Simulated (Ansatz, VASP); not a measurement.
**CdAu2 in VASP and in Ansatz**

```xyz
3
Lattice="4.7853 0.0000 0.0000 -2.3926 4.1442 0.0000 0.0000 0.0000 2.9108" Properties=species:S:1:pos:R:3 pbc="T T T"
Cd    0.0000    0.0000    0.0000
Au    0.0000    2.7628    1.4554
Au    2.3926    1.3814    1.4554
```

Alike in both runs: functional PBE; k mesh 12 × 12 × 16; occupations gaussian, width 0.1 eV; no spin polarisation.

Ansatz relaxed the structure, and its values are those at the end. VASP's run is a single point on that final structure, the one shown.

|  | VASP | Ansatz |
| --- | --- | --- |
| version | VASP 6.6.1 | Ansatz 0.2.0 |
| potentials or method | VASP PAW PBE potentials, release 64 (Cd, Au), cutoff 520 eV | scalar-relativistic, plane waves, PAW |
| valence electrons in the cell | 34 | 58 |

```csv
,VASP,Ansatz,Ansatz less VASP
gap on the k mesh at the Fermi level (eV),none,none,-
pressure (GPa),0.1,0.0,-0.13
```

A gap of «none» marks a metal or a gap that the smearing closes. VASP's potentials hold 34 valence electrons a cell and Ansatz's 58, so a difference there can come from the potentials and not from the codes.

Neither program's run includes spin-orbit coupling.
